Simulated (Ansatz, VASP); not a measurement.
**Two plane-wave programs on AlGaN2**

File POSCAR:

```
AlGaN2
1.0
    3.2954527410      0.0000000000      0.0000000000
    0.0000000000      3.2954527410      0.0000000000
    0.0000000000      0.0000000000      4.2012388912
Al Ga N
1 1 2
Direct
    0.5000000000      0.5000000000      0.5000000000
    0.0000000000      0.0000000000      0.0000000000
    0.5000000000      0.0000000000      0.7390831705
    0.0000000000      0.5000000000      0.2609168295
```

INCAR.step1

```
ALGO = Normal
EDIFF = 1E-4
ENCUT = 520
GGA = PE
ISMEAR = 0
LASPH = T
LCHARG = F
LREAL = F
LWAVE = T
NBANDS = 21
NELM = 100
PREC = Accurate
SIGMA = 0.05
```

The input INCAR.step2:

```
ALGO = Normal
EDIFF = 1E-7
ENCUT = 520
ISIF = 2
ISMEAR = 0
ISTART = 1
LASPH = T
LCHARG = F
LMIXTAU = T
LREAL = F
LWAVE = F
METAGGA = R2SCAN
NBANDS = 21
NELM = 100
PREC = Accurate
SIGMA = 0.05
```

File KPOINTS:

```
k-points
0
Gamma
  8 8 6
```

Input for Ansatz:

```yaml
crystal:
  lattice:
    - [3.295452741, 0.0, 0.0]
    - [0.0, 3.295452741, 0.0]
    - [0.0, 0.0, 4.2012388912]
  atoms:
    - { symbol: Al, position: [0.5, 0.5, 0.5] }
    - { symbol: Ga, position: [0.0, 0.0, 0.0] }
    - { symbol: "N", position: [0.5, 0.0, 0.7390831705] }
    - { symbol: "N", position: [0.0, 0.5, 0.2609168295] }
basis:
  ecutwfc: 500
kpoints:
  mp_grid: { grid: [8, 8, 6] }
hamiltonian:
  xc: r2scan
scf:
  occupations: { method: gaussian, width: 0.05 }
output:
  forces: true
  stress: true
  eigenvalues: true
```

Change from the starting cell: strain +0.050 along x and y, -0.050 along z, atoms carried along.

Alike in both runs: task single point; functional r2SCAN; k mesh 8 × 8 × 6; occupations gaussian, width 0.05 eV; no spin polarisation.

```csv
,VASP,Ansatz
version,VASP 6.6.1,Ansatz 0.2.0
potentials or method,"VASP PAW PBE potentials, release 64 (Al, Ga_d, N), cutoff 520 eV","scalar-relativistic, plane waves, PAW"
valence electrons in the cell,26,26
```

|  | VASP | Ansatz | Ansatz less VASP |
| --- | --- | --- | --- |
| gap on the k mesh at the Fermi level (eV) | 2.92 | 2.91 | -0.012 |
| least direct gap on the mesh (eV) | 2.92 | 2.91 | -0.012 |
| pressure (GPa) | -9.1 | -9.4 | -0.30 |
| traceless stress, the component that is largest in VASP (GPa) | 7.54 | 7.57 | +0.031 |
| rms of the force components (eV/Å) | 0.090 | 0.060 | -0.0307 |

VASP's potentials were made for PBE, not for r2SCAN. Atom by atom the forces differ by 0.031 eV/Å (rms over components).
